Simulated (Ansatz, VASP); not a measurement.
**TaIr2PtAu3: VASP beside Ansatz**

File INCAR:

```
SYSTEM = TaIr2PtAu3
  PREC = Accurate
  ENCUT = 520
  EDIFF = 1E-6
  ISMEAR = 0
  SIGMA = 0.2
  LREAL = .False.
  LASPH = .True.
  NELM = 100
  ALGO = Fast
  ISIF = 2
  LWAVE = .False.
  LCHARG = .False.
  GGA = PE
  NBANDS = 45
```

The input KPOINTS:

```
regular mesh
0
Gamma
  6 6 4
  0 0 0
```

File POSCAR:

```
TaIr2PtAu3
1.0
    3.9192467469      0.0000000000      0.0000000000
    0.0000000000      3.9192467469      0.0000000000
    0.0000000000      0.0000000000      8.1630176285
Ta Ir Pt Au
1 2 1 3
Direct
    0.0000000000      0.0000000000      0.9264451437
    0.5000000000      1.0000000000      0.1272562562
    0.0000000000      0.5000000000      0.1272562562
    0.5000000000      0.5000000000      0.3743250760
    1.0000000000      0.0000000000      0.3973403367
    0.5000000000      1.0000000000      0.6655767956
    0.0000000000      0.5000000000      0.6655767956
```

Input for Ansatz:

```yaml
crystal:
  lattice:
    - [3.9192467469, 0.0, 0.0]
    - [0.0, 3.9192467469, 0.0]
    - [0.0, 0.0, 8.1630176285]
  atoms:
    - { symbol: Ta, position: [0.0, 0.0, 0.9264451437] }
    - { symbol: Ir, position: [0.5, 1.0, 0.1272562562] }
    - { symbol: Ir, position: [0.0, 0.5, 0.1272562562] }
    - { symbol: Pt, position: [0.5, 0.5, 0.374325076] }
    - { symbol: Au, position: [1.0, 0.0, 0.3973403367] }
    - { symbol: Au, position: [0.5, 1.0, 0.6655767956] }
    - { symbol: Au, position: [0.0, 0.5, 0.6655767956] }
basis:
  ecutwfc: 420
kpoints:
  mp_grid: { grid: [6, 6, 4] }
hamiltonian:
  xc: pbe
scf:
  occupations: { method: gaussian, width: 0.2 }
  lower_state_search: "off"
output:
  forces: true
  stress: true
  eigenvalues: true
```

Alike in both runs: task single point; functional PBE; k mesh 6 × 6 × 4; occupations gaussian, width 0.2 eV; no spin polarisation.

|  | VASP | Ansatz |
| --- | --- | --- |
| version | VASP 6.6.1 | Ansatz 0.2.0 |
| potentials or method | VASP PAW PBE potentials, release 64 (Ta_pv, Ir, Pt, Au), cutoff 520 eV | scalar-relativistic, plane waves, PAW |
| valence electrons in the cell | 72 | 122 |

```tsv
	VASP	Ansatz	Ansatz less VASP
gap on the k mesh at the Fermi level (eV)	none	none	-
pressure (GPa)	0.0	0.0	+0.04
traceless stress, the component that is largest in VASP (GPa)	0.28	0.27	-0.011
rms of the force components (eV/Å)	0.015	0.024	+0.0090
```

Atom by atom the forces differ by 0.013 eV/Å (rms over components). A gap of «none» marks a metal or a gap that the smearing closes. The functional is the same, so the differences come from potentials, cutoffs and numerics. VASP's potentials hold 72 valence electrons a cell and Ansatz's 122, so a difference there can come from the potentials and not from the codes.

Spin-orbit coupling is off throughout.
